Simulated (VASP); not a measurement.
# Mg8HO8 (a cell with a defect) in VASP: a series of runs

The runs below take Mg8HO8 (a cell with a defect) through single point, with PBE.

Everything below comes from runs of VASP 6.6.1. Logs are shortened: lines on timing, memory, paths and dates and some standing lists are left out, and cuts for length are marked.

### 1 The cell of the first run

The cell holds a defect, 17 atoms: a = 5.947 Å, b = 5.947 Å, c = 5.947 Å, α = 60.00°, β = 60.00°, γ = 60.00°.

### 2 Single point, PBE, collinear spin

INCAR

```
SYSTEM = Mg8HO8
  ALGO = Normal
  EDIFF = 1E-6
  ENCUT = 520
  GGA = PE
  GGA_COMPAT = .FALSE.
  ISIF = 2
  ISMEAR = 0
  ISPIN = 2
  LASPH = .TRUE.
  LCHARG = .FALSE.
  LORBIT = 11
  LREAL = .FALSE.
  LWAVE = .FALSE.
  MAGMOM = 0 0 0 0 0 0 0 0 0 0 0.09 0 0.09 0 0.09 0.09 0.32
  NBANDS = 50
  NELM = 200
  PREC = Accurate
  SIGMA = 0.05
```

KPOINTS

```
k-points
0
G
  1 1 1
  0 0 0
```

POSCAR

```
Mg8HO8
1.0
    0.0000000000      4.2052000000      4.2052000000
    4.2052000000      0.0000000000      4.2052000000
    4.2052000000      4.2052000000      0.0000000000
Mg O H
8 8 1
Direct
   -0.0043659041     -0.0055335061      0.0091592552
   -0.0043626938     -0.0055300580      0.5007864073
    0.0022506658      0.4980810663     -0.0001418482
    0.0195485351      0.4746065585      0.5029407638
    0.4992466470      0.0010838961     -0.0001417293
    0.4757739228      0.0183799819      0.5029402882
    0.5060514363      0.5048850233     -0.0043903976
    0.5060523875      0.5048859745      0.4934969799
    0.2511313374      0.2499646866      0.2464031437
    0.2511316941      0.2499633787      0.7525404261
    0.2523155855      0.7443383192      0.2516956387
    0.2560811614      0.7548260487      0.7445692238
    0.7455063968      0.2511489347      0.2516951631
    0.7559940074      0.2549148673      0.7445681537
    0.7481547846      0.7469914630      0.2338898269
    0.7481554980      0.7469888471      0.7710200466
    0.8155147199      0.8143468801      0.4351320984
```

Potentials or basis: VASP PAW PBE potentials, release 64 (Mg, O, H).

Run with:

```bash
cat potpaw_PBE.64/Mg/POTCAR potpaw_PBE.64/O/POTCAR potpaw_PBE.64/H/POTCAR > POTCAR
mpirun -np 1 vasp_gam > vasp.out
```

OUTCAR:

```text
SYSTEM = Mg8HO8
   EDIFF = 1E-6
   ENCUT = 520
   GGA = PE
   ISIF = 2
   ISMEAR = 0
   ISPIN = 2
   LASPH = .TRUE.
   LORBIT = 11
   LREAL = .FALSE.
   NELM = 200
   PREC = Accurate

 ion  position               nearest neighbor table
   1  0.996  0.994  0.009-  15 2.09  11 2.10  13 2.10  17 2.11  12 2.12  14 2.12  10 2.15   2 2.92
                             4 2.94   6 2.94   3 2.96   5 2.96   7 2.97   7 2.97   5 2.99   3 2.99
   2  0.996  0.994  0.501-  16 2.09  13 2.10  11 2.10  17 2.11  12 2.12  14 2.12   9 2.15   1 2.92
                             6 2.94   4 2.94   3 2.96   5 2.96   8 2.97   8 2.97   5 2.99   3 2.99
   3  0.002  0.498  1.000-  16 2.03  15 2.03   9 2.08  10 2.08  13 2.12  12 2.15   8 2.94   7 2.94
                             5 2.96   1 2.96   2 2.96   4 2.98   4 2.98   2 2.99   1 2.99   5 2.99
   4  0.020  0.475  0.503-  17 1.71   9 2.03  10 2.03  14 2.04  11 2.12  15 2.27  16 2.27   6 2.71
                             2 2.94   1 2.94   7 2.96   8 2.96   3 2.98   3 2.98   8 3.00   7 3.00
   5  0.499  0.001  1.000-  16 2.03  15 2.03   9 2.08  10 2.08  11 2.12  14 2.15   8 2.94   7 2.94
                             3 2.96   1 2.96   2 2.96   6 2.98   6 2.98   2 2.99   1 2.99   3 2.99
   6  0.476  0.018  0.503-  17 1.71   9 2.03  10 2.03  12 2.04  13 2.12  15 2.27  16 2.27   4 2.71
                             2 2.94   1 2.94   7 2.96   8 2.96   5 2.98   5 2.98   8 3.00   7 3.00
   7  0.506  0.505  0.996-  16 2.04  11 2.08  13 2.08  12 2.11  14 2.11   9 2.14   5 2.94   3 2.94
                             4 2.96   6 2.96   8 2.96   1 2.97   1 2.97   8 2.99   6 3.00   4 3.00
   8  0.506  0.505  0.493-  15 2.04  11 2.08  13 2.08  12 2.11  14 2.11  10 2.14   5 2.94   3 2.94
                             4 2.96   6 2.96   7 2.96   2 2.97   2 2.97   7 2.99   6 3.00   4 3.00
   9  0.251  0.250  0.246-   4 2.03   6 2.03   5 2.08   3 2.08   7 2.14   2 2.15
  10  0.251  0.250  0.753-   4 2.03   6 2.03   5 2.08   3 2.08   8 2.14   1 2.15
  11  0.252  0.744  0.252-   8 2.08   7 2.08   1 2.10   2 2.10   4 2.12   5 2.12
  12  0.256  0.755  0.745-   6 2.04   7 2.11   8 2.11   2 2.12   1 2.12   3 2.15
  13  0.746  0.251  0.252-   8 2.08   7 2.08   1 2.10   2 2.10   6 2.12   3 2.12
  14  0.756  0.255  0.745-   4 2.04   7 2.11   8 2.11   2 2.12   1 2.12   5 2.15
  15  0.748  0.747  0.234-   5 2.03   3 2.03   8 2.04   1 2.09   6 2.27   4 2.27
  16  0.748  0.747  0.771-   3 2.03   5 2.03   7 2.04   2 2.09   6 2.27   4 2.27
  17  0.816  0.814  0.435-   4 1.71   6 1.71   2 2.11   1 2.11

  LATTYP: Found a face centered cubic cell.
 ALAT       =     8.4104000000

  Lattice vectors:

 A1 = (   0.0000000000,   4.2052000000,   4.2052000000)
 A2 = (   4.2052000000,   0.0000000000,   4.2052000000)
 A3 = (   4.2052000000,   4.2052000000,   0.0000000000)

Analysis of symmetry for initial positions (statically):
=====================================================================
 Subroutine PRICEL returns:
 Original cell was already a primitive cell.

 Routine SETGRP: Setting up the symmetry group for a
 face centered cubic supercell.

 Subroutine GETGRP returns: Found  2 space group operations
 (whereof  1 operations were pure point group operations)
 out of a pool of 48 trial point group operations.

The static configuration has the point symmetry C_1 .
 The point group associated with its full space group is C_1h.

Analysis of symmetry for dynamics (positions and initial velocities):
=====================================================================
 Subroutine PRICEL returns:
 Original cell was already a primitive cell.

 Routine SETGRP: Setting up the symmetry group for a
 face centered cubic supercell.

 Subroutine GETGRP returns: Found  2 space group operations
 (whereof  1 operations were pure point group operations)
 out of a pool of 48 trial point group operations.

The dynamic configuration has the point symmetry C_1 .
 The point group associated with its full space group is C_1h.

Analysis of structural, dynamic, and magnetic symmetry:
=====================================================================
 Subroutine PRICEL returns:
 Original cell was already a primitive cell.

 Routine SETGRP: Setting up the symmetry group for a
 face centered cubic supercell.

 Subroutine GETGRP returns: Found  2 space group operations
 (whereof  1 operations were pure point group operations)
 out of a pool of 48 trial point group operations.

The overall configuration has the point symmetry C_1 .
 The point group associated with its full space group is C_1h.

[... 95 lines left out ...]
   PREC   = accura    normal or accurate (medium, high low for compatibility)
   ISTART =      0    job   : 0-new  1-cont  2-samecut
   ICHARG =      2    charge: 1-file 2-atom 10-const
   ISPIN  =      2    spin polarized calculation?
   LNONCOLLINEAR =      F non collinear calculations
   LSORBIT =      F    spin-orbit coupling
   LASPH  =      T    aspherical Exc in radial PAW
   ENCUT  =  520.0 eV  38.22 Ry    6.18 a.u.  11.06 11.06 11.06*2*pi/ulx,y,z
   NELM   =    200;   NELMIN=  2; NELMDL= -5     # of ELM steps
   EDIFF  = 0.1E-05   stopping-criterion for ELM
   LREAL  =      F    real-space projection
   EDIFFG = 0.1E-04   stopping-criterion for IOM
   NSW    =      0    number of steps for IOM
   IBRION =     -1    ionic relax: 0-MD 1-quasi-New 2-CG
   NFREE  =      0    steps in history (QN), initial steepest desc. (CG)
   ISIF   =      2    stress and relaxation
   ISYM   =      2    0-nonsym 1-usesym 2-fastsym
   POTIM  = 0.5000    time-step for ionic-motion
   TEBEG  =    0.0;   TEEND  =   0.0 temperature during run
   PSTRESS=    0.0 pullay stress
   NELECT =      65.0000    total number of electrons
   NUPDOWN=      -1.0000    fix difference up-down
   EMIN   =  10.00;   EMAX   =-10.00  energy-range for DOS
   EFERMI =   0.00;   METHOD = LEGACY
   ISMEAR =     0;   SIGMA  =   0.05  broadening in eV -4-tet -1-fermi 0-gaus
   EFERMI_NEDOS =   21; number of points for ismear=-14 and -15
   IALGO  =     38    algorithm
   IMIX   =      4    mixing-type and parameters
     AMIX     =   0.40;   BMIX     =  1.00
     AMIX_MAG =   1.60;   BMIX_MAG =  1.00
  volume/ion in A,a.u.               =       8.75        59.04
  Fermi-wavevector in a.u.,A,eV,Ry     =   1.242365  2.347730 21.000204  1.543471
  Thomas-Fermi vector in A             =   2.376723
   LORBIT       =     11    0 simple, 1 ext, 2 COOP (PROOUT), +10 PAW based schemes
   GGA     = PE    functional components
   LHFCALC =     F    Hartree Fock is set to
   AEXX    =    0.0000 exact exchange contribution
   IVDW    =     0    specifies the selected vdW correction
   LEPSILON=     F    determine dielectric tensor
   LRPA    =     F    only Hartree local field effects (RPA)
 spin polarized calculation
 Gauss-broadening in eV      SIGMA  =   0.05
  energy-cutoff  :      520.00
  volume of cell :      148.73
 maximum number of plane-waves:      2008
 NGX is ok and might be reduce to    48
   NGX = 23   NGY = 23   NGZ = 23

 number of electron      64.9999997 magnetization       0.9999999

 Free energy of the ion-electron system (eV)
  ---------------------------------------------------
  ext. energy  EPLUGINS =         0.00000000
  ---------------------------------------------------
  free energy    TOTEN  =       -87.65852575 eV

  energy without entropy =      -87.65852575  energy(sigma->0) =      -87.65852575

 E-fermi :   5.5803     XC(G=0): -11.0929

 val. band max:        5.2972339068   @ k =   0.0000   0.0000   0.0000
 cond. band min:       6.8144869656   @ k =   0.0000   0.0000   0.0000
 fundamental gap:      1.5172530588
 Fermi energy:         5.5802830605

 spin component 1

 k-point     1 :       0.0000    0.0000    0.0000
  band No.  band energies     occupation
      1     -13.7303      1.00000
      2     -12.5246      1.00000
      3     -12.4403      1.00000
      4     -12.1822      1.00000
      5     -12.1671      1.00000
      6     -12.1570      1.00000
[... 36 lines left out ...]
     43      13.2967      0.00000
     44      15.5680      0.00000
 Fermi energy:         5.5802830605

 spin component 2

 k-point     1 :       0.0000    0.0000    0.0000
  band No.  band energies     occupation
      1     -13.6414      1.00000
      2     -12.3986      1.00000
      3     -12.3957      1.00000
      4     -12.1630      1.00000
      5     -12.1561      1.00000
      6     -11.9723      1.00000
[... 36 lines left out ...]
     43      13.3433      0.00000
     44      16.1007      0.00000
 [bands above 44 left out]

------------------------ aborting loop because EDIFF is reached ----------------------------------------

  FORCE on cell =-STRESS in cart. coord.  units (eV):
  Direction    XX          YY          ZZ          XY          YZ          ZX
  --------------------------------------------------------------------------------------
  -------------------------------------------------------------------------------------
  Total       17.0260400     17.0260400     13.1913277     -0.5045990      0.0003283      0.0003283
  in kB      183.4147548    183.4147548    142.1049245     -5.4358438      0.0035366      0.0035366
  external PRESSURE =     169.6448113 kB  Pullay stress =       0.0000000 kB

 VOLUME and BASIS-vectors are now :
 -----------------------------------------------------------------------------
  energy-cutoff  :      520.00
  volume of cell :      148.73
      direct lattice vectors                 reciprocal lattice vectors
     0.000000000  4.205200000  4.205200000    -0.118900409  0.118900409  0.118900409
     4.205200000  0.000000000  4.205200000     0.118900409 -0.118900409  0.118900409
     4.205200000  4.205200000  0.000000000     0.118900409  0.118900409 -0.118900409

 POSITION                                       TOTAL-FORCE (eV/Angst)
 -----------------------------------------------------------------------------------
      4.22045      4.22536      8.36877        -0.001384     -0.001384     -0.014383
      6.28785      6.29276      8.36880         0.001404      0.001404     -0.014286
      6.29913      4.21407      2.10399         0.014567     -0.014527     -0.030908
      4.11078      2.19717      2.07802         0.048796     -0.048994     -0.086135
      4.20916      6.30404      2.10399        -0.014527      0.014567     -0.030908
      2.19226      4.11569      2.07802        -0.048994      0.048796     -0.086135
[... 9 lines left out ...]
      6.38353      6.38844      6.28738        -0.055657     -0.055657     -0.068533
      5.25431      5.25922      6.85389         0.000279      0.000279      0.711603
 -----------------------------------------------------------------------------------
    total drift:                               -0.022111      0.022110     -0.000125

  FREE ENERGIE OF THE ION-ELECTRON SYSTEM (eV)
  ---------------------------------------------------
  free  energy   TOTEN  =       -87.6585257478 eV

  energy  without entropy=      -87.6585257478  energy(sigma->0) =      -87.65852575

 total charge

# of ion       s       p       d       tot
------------------------------------------
    1        0.126   0.177   0.086   0.388
    2        0.126   0.177   0.086   0.388
    3        0.135   0.185   0.092   0.411
    4        0.141   0.195   0.096   0.432
    5        0.135   0.185   0.092   0.411
    6        0.141   0.195   0.096   0.432
[... 9 lines left out ...]
   16        1.539   3.613   0.000   5.152
   17        0.527   0.023   0.000   0.550
--------------------------------------------------
tot         13.741  30.669   0.724  45.134

 magnetization (x)

# of ion       s       p       d       tot
------------------------------------------
    1        0.000   0.000   0.001   0.001
    2        0.000   0.000   0.001   0.001
    3        0.011   0.007   0.002   0.020
    4        0.006   0.005   0.005   0.016
    5        0.011   0.007   0.002   0.020
    6        0.006   0.005   0.005   0.016
[... 9 lines left out ...]
   16        0.034   0.092   0.000   0.126
   17        0.262   0.002   0.000   0.263
--------------------------------------------------
tot          0.399   0.219   0.017   0.634
```

It took 92 s on 1 thread of Intel Xeon 8259CL, shared host; peak memory 0.39 GiB.

What came out:

| Property | Result |
| --- | --- |
| Free energy | -87.6585 eV |
| Pressure | 17.0 GPa |
| Largest force | 0.712 eV/Å |
| Net moment | 1.00 μB per cell |
| Site moments | Mg +0.00, +0.02, +0.01 (each value once); O -0.00, +0.02, +0.13 (each value once); H +0.26 μB |
| Valence electrons inside the program's atomic spheres | Mg 0.39, 0.41, 0.43, 0.40 (each value once); O 5.18, 5.16, 5.15 (each value once); H 0.55 |

Forces on the atoms (eV/Å):
```
Mg  -0.001 -0.001 -0.014
Mg   0.001  0.001 -0.014
Mg   0.015 -0.015 -0.031
Mg   0.049 -0.049 -0.086
Mg  -0.015  0.015 -0.031
Mg  -0.049  0.049 -0.086
Mg   0.008  0.008 -0.065
Mg  -0.008 -0.008 -0.065
O   -0.001 -0.001 -0.038
O    0.001  0.001 -0.038
O   -0.019  0.019  0.009
O   -0.006  0.006 -0.062
O    0.019 -0.019  0.009
O    0.006 -0.006 -0.062
O    0.055  0.055 -0.069
O   -0.056 -0.056 -0.069
H    0.000  0.000  0.712
```

Stress tensor (GPa, compression positive):
```
18.34 -0.54  0.00
-0.54 18.34  0.00
 0.00  0.00 14.21
```

Caveat: the k points lie up to 1.29 Å⁻¹ apart.

(Part 1 of 2 ends here.)
